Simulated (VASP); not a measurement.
The system is LiF.

```
CELL_PARAMETERS angstrom
0.00000 1.93503 1.93503
1.93503 0.00000 1.93503
1.93503 1.93503 0.00000
ATOMIC_POSITIONS crystal
Li 0.00000 0.00000 0.00000
F 0.50000 0.50000 0.50000
```

This cell differs from its parent crystal: strain -3.0%.

Base run:

| Quantity | Value |
| --- | --- |
| Program | VASP 6.6.1 |
| Functional | PBE |
| Potentials or basis | VASP PAW PBE potentials, release 64 (Li_sv, F) |
| Cutoff | 520 eV |
| k mesh | 10 × 10 × 10 |
| Occupations | fermi-dirac, width 0.02 eV |
| Spin | no spin polarisation |

Its results: band gap on the k mesh 10.24 eV, direct.

**Question.** The run is repeated on the same cell with these changes: functional from PBE to r2SCAN; occupations from fermi-dirac, width 0.02 eV to gaussian, width 0.01 eV. What comes out?

**Answer.** Band gap on the k mesh 11.49 eV, direct.

A k mesh can miss the band edges.
